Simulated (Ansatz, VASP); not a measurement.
# Two plane-wave programs on BaTiO3

The input INCAR:

```
SYSTEM = BaTiO3
PREC = Accurate
ENCUT = 520
EDIFF = 1E-8
ISMEAR = -1
SIGMA = 0.08
LREAL = .False.
LASPH = .True.
NELM = 100
ALGO = Normal
ISIF = 2
LWAVE = .False.
LCHARG = .False.
GGA = PE
LEFG = .True.
NBANDS = 28
```

Contents of KPOINTS:

```
regular mesh
0
Gamma
  7 7 7
  0 0 0
```

Contents of POSCAR:

```
BaTiO3
1.0
    4.0524349834      0.0000000000      0.0000000000
    0.0000000000      4.0524349834      0.0000000000
    0.0000000000      0.0000000000      4.0708744846
Ba Ti O
1 1 3
Direct
    0.0000000000      0.0000000000      0.0000000000
    0.5000000000      0.5000000000      0.4820000000
    0.5000000000      0.5000000000      0.0160000000
    0.5000000000      0.0000000000      0.5150000000
    0.0000000000      0.5000000000      0.5150000000
```

Input for Ansatz:

```yaml
crystal:
  lattice:
    - [4.0524349834, 0.0, 0.0]
    - [0.0, 4.0524349834, 0.0]
    - [0.0, 0.0, 4.0708744846]
  atoms:
    - { symbol: Ba, position: [0.0, 0.0, 0.0] }
    - { symbol: Ti, position: [0.5, 0.5, 0.482] }
    - { symbol: O, position: [0.5, 0.5, 0.016] }
    - { symbol: O, position: [0.5, 0.0, 0.515] }
    - { symbol: O, position: [0.0, 0.5, 0.515] }
kpoints:
  mp_grid: { grid: [7, 7, 7] }
scf:
  occupations: { method: fermi_dirac, width: 0.08 }
hamiltonian:
  xc: pbe
  pseudopotentials: { kind: paw }
output:
  forces: true
  stress: true
  eigenvalues: true
  efg: { contact_densities: true }
```

Change from the starting cell: volume scaled by 1.04, PAW files.

Alike in both runs: task electric field gradients; functional PBE; k mesh 7 × 7 × 7; occupations fermi-dirac, width 0.08 eV; no spin polarisation.

```csv
,VASP,Ansatz
version,VASP 6.6.1,Ansatz 0.2.0
potentials or method,"VASP PAW PBE potentials, release 64 (Ba_sv, Ti_sv, O)","PAW with Ansatz's default frozen-core files, scalar-relativistic"
plane-wave cutoff (eV),520,420
valence electrons in the cell,40,40
```

|  | VASP | Ansatz | Ansatz less VASP |
| --- | --- | --- | --- |
| pressure (GPa) | -2.0 | -3.6 | -1.55 |
| traceless stress, the component that is largest in VASP (GPa) | 0.87 | 0.82 | -0.049 |
| rms of the force components (eV/Å) | 0.168 | 0.180 | +0.0125 |
| size of Vzz on the site where it differs most (V/Å²) | 19.5 | 20.5 | +1.03 |

Atom by atom the forces differ by 0.017 eV/Å (rms over components).

Spin-orbit coupling is off throughout.
